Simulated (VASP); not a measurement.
# BeMo2 (Fm-3m) in VASP: single point with r2SCAN

Aim: the single point of BeMo2 with r2SCAN.

Program: VASP 6.6.1. These are calculated values, not measurements. Logs are shortened: lines on timing, memory, paths and dates and some standing lists are left out, and cuts for length are marked.

## (1) The cell of the first run

It takes space group Fm-3m (No. 225, cubic). The conventional cell has a = 5.950 Å, b = 5.950 Å, c = 5.950 Å, α = 90.00°, β = 90.00°, γ = 90.00°. Be (site symmetry m-3m) has 8 Mo at 2.58 Å within 3.4 Å. Within 3.4 Å of Mo (site symmetry -43m) lie 4 Be at 2.58 Å and 6 Mo at 2.98 Å.

## (2) Single point, r2SCAN

POSCAR reads:

```
BeMo2
1.0
    0.0000000000      2.9752300000      2.9752300000
    2.9752300000      0.0000000000      2.9752300000
    2.9752300000      2.9752300000      0.0000000000
Be Mo
1 2
Direct
    0.0000000000      0.0000000000      0.0000000000
    0.2500000000      0.2500000000      0.2500000000
    0.7500000000      0.7500000000      0.7500000000
```

INCAR.step1 reads:

```
  PREC = Accurate
  ENCUT = 660
  ISMEAR = 0
  SIGMA = 0.0471
  LREAL = False
  LASPH = True
  NELM = 120
  NBANDS = 22
  GGA = PE
  ALGO = Normal
  EDIFF = 1E-5
  LWAVE = True
  LCHARG = False
  GGA_COMPAT = False
```

INCAR.step2 reads:

```
  PREC = Accurate
  ENCUT = 660
  EDIFF = 1E-6
  ISMEAR = 0
  SIGMA = 0.0471
  LREAL = False
  LASPH = True
  NELM = 120
  ALGO = Normal
  ISIF = 2
  LWAVE = False
  LCHARG = False
  METAGGA = R2SCAN
  LMIXTAU = True
  NBANDS = 22
  ISTART = 1
  GGA_COMPAT = False
```

KPOINTS reads:

```
regular mesh
0
Gamma
  10 10 10
```

Potentials or basis: VASP PAW PBE potentials, release 64 (Be, Mo_sv).

Run with:

```sh
cat potpaw_PBE.64/Be/POTCAR potpaw_PBE.64/Mo_sv/POTCAR > POTCAR
cp INCAR.step1 INCAR
mpirun -np 1 vasp_std > vasp.out
cp INCAR.step2 INCAR
mpirun -np 1 vasp_std > vasp.out
```

OUTCAR:

```text
PREC = Accurate
   ENCUT = 660
   EDIFF = 1E-6
   ISMEAR = 0
   LREAL = False
   LASPH = True
   NELM = 120
   ISIF = 2
   METAGGA = R2SCAN
   ISTART = 1

 ion  position               nearest neighbor table
   1  0.000  0.000  0.000-   3 2.58   3 2.58   3 2.58   2 2.58   3 2.58   2 2.58   2 2.58   2 2.58

   2  0.250  0.250  0.250-   1 2.58   1 2.58   1 2.58   1 2.58   3 2.98   3 2.98   3 2.98   3 2.98
                             3 2.98   3 2.98
   3  0.750  0.750  0.750-   1 2.58   1 2.58   1 2.58   1 2.58   2 2.98   2 2.98   2 2.98   2 2.98
                             2 2.98   2 2.98

  LATTYP: Found a face centered cubic cell.
 ALAT       =     5.9504600000

  Lattice vectors:

 A1 = (   0.0000000000,   2.9752300000,   2.9752300000)
 A2 = (   2.9752300000,   0.0000000000,   2.9752300000)
 A3 = (   2.9752300000,   2.9752300000,   0.0000000000)

Analysis of symmetry for initial positions (statically):
=====================================================================
 Subroutine PRICEL returns:
 Original cell was already a primitive cell.

 Routine SETGRP: Setting up the symmetry group for a
 face centered cubic supercell.

 Subroutine GETGRP returns: Found 48 space group operations
 (whereof 48 operations were pure point group operations)
 out of a pool of 48 trial point group operations.

The static configuration has the point symmetry O_h .

Analysis of symmetry for dynamics (positions and initial velocities):
=====================================================================
 Subroutine PRICEL returns:
 Original cell was already a primitive cell.

 Routine SETGRP: Setting up the symmetry group for a
 face centered cubic supercell.

 Subroutine GETGRP returns: Found 48 space group operations
 (whereof 48 operations were pure point group operations)
 out of a pool of 48 trial point group operations.

The dynamic configuration has the point symmetry O_h .

 Subroutine INISYM returns: Found 48 space group operations
 (whereof 48 operations are pure point group operations),
 and found     1 'primitive' translations

----------------------------------------------------------------------------------------

                                     Primitive cell

  volume of cell :      52.6734

  direct lattice vectors                    reciprocal lattice vectors
[... 80 lines left out ...]
   PREC   = accura    normal or accurate (medium, high low for compatibility)
   ISTART =      1    job   : 0-new  1-cont  2-samecut
   ICHARG =      0    charge: 1-file 2-atom 10-const
   ISPIN  =      1    spin polarized calculation?
   LNONCOLLINEAR =      F non collinear calculations
   LSORBIT =      F    spin-orbit coupling
   LASPH  =      T    aspherical Exc in radial PAW
   ENCUT  =  660.0 eV  48.51 Ry    6.96 a.u.   8.81  8.81  8.81*2*pi/ulx,y,z
   NELM   =    120;   NELMIN=  2; NELMDL=  0     # of ELM steps
   EDIFF  = 0.1E-05   stopping-criterion for ELM
   LREAL  =      F    real-space projection
   EDIFFG = 0.1E-04   stopping-criterion for IOM
   NSW    =      0    number of steps for IOM
   IBRION =     -1    ionic relax: 0-MD 1-quasi-New 2-CG
   NFREE  =      0    steps in history (QN), initial steepest desc. (CG)
   ISIF   =      2    stress and relaxation
   ISYM   =      2    0-nonsym 1-usesym 2-fastsym
   POTIM  = 0.5000    time-step for ionic-motion
   TEBEG  =    0.0;   TEEND  =   0.0 temperature during run
   PSTRESS=    0.0 pullay stress
   NELECT =      30.0000    total number of electrons
   NUPDOWN=      -1.0000    fix difference up-down
   EMIN   =  10.00;   EMAX   =-10.00  energy-range for DOS
   EFERMI =   0.00;   METHOD = LEGACY
   ISMEAR =     0;   SIGMA  =   0.05  broadening in eV -4-tet -1-fermi 0-gaus
   EFERMI_NEDOS =   21; number of points for ismear=-14 and -15
   IALGO  =     38    algorithm
   IMIX   =      4    mixing-type and parameters
     AMIX     =   0.40;   BMIX     =  1.00
     AMIX_MAG =   1.60;   BMIX_MAG =  1.00
  volume/ion in A,a.u.               =      17.56       118.49
  Fermi-wavevector in a.u.,A,eV,Ry     =   1.357015  2.564387 25.054995  1.841490
  Thomas-Fermi vector in A             =   2.483969
   LORBIT       =      0    0 simple, 1 ext, 2 COOP (PROOUT), +10 PAW based schemes
   METAGGA = R2SCAN    functional components
   LHFCALC =     F    Hartree Fock is set to
   AEXX    =    0.0000 exact exchange contribution
   IVDW    =     0    specifies the selected vdW correction
   LEPSILON=     F    determine dielectric tensor
   LRPA    =     F    only Hartree local field effects (RPA)
 non-spin polarized calculation
 Gauss-broadening in eV      SIGMA  =   0.05
  energy-cutoff  :      660.00
  volume of cell :       52.67
 maximum number of plane-waves:      2085
   NGX = 17   NGY = 17   NGZ = 17

 number of electron      30.0000000 magnetization

 Free energy of the ion-electron system (eV)
  ---------------------------------------------------
  ext. energy  EPLUGINS =         0.00000000
  ---------------------------------------------------
  free energy    TOTEN  =       -53.77136627 eV

  energy without entropy =      -53.76484368  energy(sigma->0) =      -53.76810498

 E-fermi :   7.2945     XC(G=0): -12.0951

 val. band max:        7.2904860603   @ k =  -0.3000   0.3000   0.1000
 cond. band min:       7.2963070348   @ k =   0.5000   0.0000   0.0000
 fundamental gap:      0.0058209744
 Fermi energy:         7.2945030699

 k-point     1 :       0.0000    0.0000    0.0000
  band No.  band energies     occupation
      1     -55.7883      2.00000
      2     -55.6553      2.00000
      3     -29.2006      2.00000
      4     -29.2006      2.00000
      5     -29.2006      2.00000
      6     -28.8449      2.00000
[... 589 lines left out ...]
     21      11.6150      0.00000
     22      12.3000      0.00000

 [... further k-points ...]
[... 5 lines left out ...]
  --------------------------------------------------------------------------------------
  -------------------------------------------------------------------------------------
  Total       -8.5079127     -8.5079127     -8.5079127      0.0000000      0.0000000      0.0000000
  in kB     -258.7867142   -258.7867142   -258.7867142      0.0000000      0.0000000      0.0000000
  external PRESSURE =    -258.7867142 kB  Pullay stress =       0.0000000 kB

 VOLUME and BASIS-vectors are now :
 -----------------------------------------------------------------------------
  energy-cutoff  :      660.00
  volume of cell :       52.67
      direct lattice vectors                 reciprocal lattice vectors
     0.000000000  2.975230000  2.975230000    -0.168054234  0.168054234  0.168054234
     2.975230000  0.000000000  2.975230000     0.168054234 -0.168054234  0.168054234
     2.975230000  2.975230000  0.000000000     0.168054234  0.168054234 -0.168054234

 POSITION                                       TOTAL-FORCE (eV/Angst)
 -----------------------------------------------------------------------------------
      0.00000      0.00000      0.00000        -0.000000      0.000000     -0.000000
      1.48761      1.48761      1.48761         0.000000      0.000000      0.000000
      4.46284      4.46284      4.46284        -0.000000     -0.000000     -0.000000
 -----------------------------------------------------------------------------------
    total drift:                                0.000000      0.000000      0.000000

  FREE ENERGIE OF THE ION-ELECTRON SYSTEM (eV)
  ---------------------------------------------------
  free  energy   TOTEN  =       -53.7713662724 eV

  energy  without entropy=      -53.7648436816  energy(sigma->0) =      -53.76810498
```

OUTCAR.step1:

```text
PREC = Accurate
   ENCUT = 660
   ISMEAR = 0
   LREAL = False
   LASPH = True
[... 827 lines left out ...]
      0.00000      0.00000      0.00000        -0.000000      0.000000     -0.000000
      1.48761      1.48761      1.48761        -0.000000     -0.000000     -0.000000
      4.46284      4.46284      4.46284         0.000000      0.000000      0.000000
 -----------------------------------------------------------------------------------
    total drift:                                0.000000      0.000000      0.000000

  FREE ENERGIE OF THE ION-ELECTRON SYSTEM (eV)
  ---------------------------------------------------
  free  energy   TOTEN  =       -23.0908425212 eV

  energy  without entropy=      -23.0890381500  energy(sigma->0) =      -23.08994034
```

OSZICAR.step1:

```text
N       E                     dE             d eps       ncg     rms          rms(c)
DAV:   1     0.345436430326E+03    0.34544E+03   -0.20842E+04  2084   0.161E+03
DAV:   2    -0.166845883900E+02   -0.36212E+03   -0.35314E+03  2342   0.453E+02
DAV:   3    -0.261431543643E+02   -0.94586E+01   -0.89690E+01  2694   0.731E+01
DAV:   4    -0.262629366714E+02   -0.11978E+00   -0.11960E+00  2170   0.766E+00
DAV:   5    -0.262641430277E+02   -0.12064E-02   -0.12063E-02  2528   0.798E-01    0.146E+01
DAV:   6    -0.230903013436E+02    0.31738E+01   -0.11793E+01  2218   0.217E+01    0.269E+00
DAV:   7    -0.230971818679E+02   -0.68805E-02   -0.22138E-01  2422   0.293E+00    0.159E+00
DAV:   8    -0.230908330010E+02    0.63489E-02   -0.13941E-02  2220   0.122E+00    0.130E-01
DAV:   9    -0.230908518728E+02   -0.18872E-04   -0.78449E-04  2324   0.232E-01    0.614E-02
DAV:  10    -0.230908397009E+02    0.12172E-04   -0.33610E-05  1842   0.472E-02    0.202E-02
DAV:  11    -0.230908425212E+02   -0.28203E-05   -0.62006E-06  1136   0.241E-02
   1 F= -.23090843E+02 E0= -.23089940E+02  d E =-.180437E-02
```

Wall time 7.4 min (1 thread of AMD EPYC 7R43 (Zen 3), shared host); peak memory 0.22 GiB.

Results:

```yaml
Free_energy: -53.7714 eV
Pressure: -25.9 GPa
Band_gap_on_the_k_mesh: zero (bands 15 and 16 overlap by 2.54 eV)
```

Caveat: the cell stands under tension; the PAW data sets were made with another functional, which shifts forces and pressure a little.
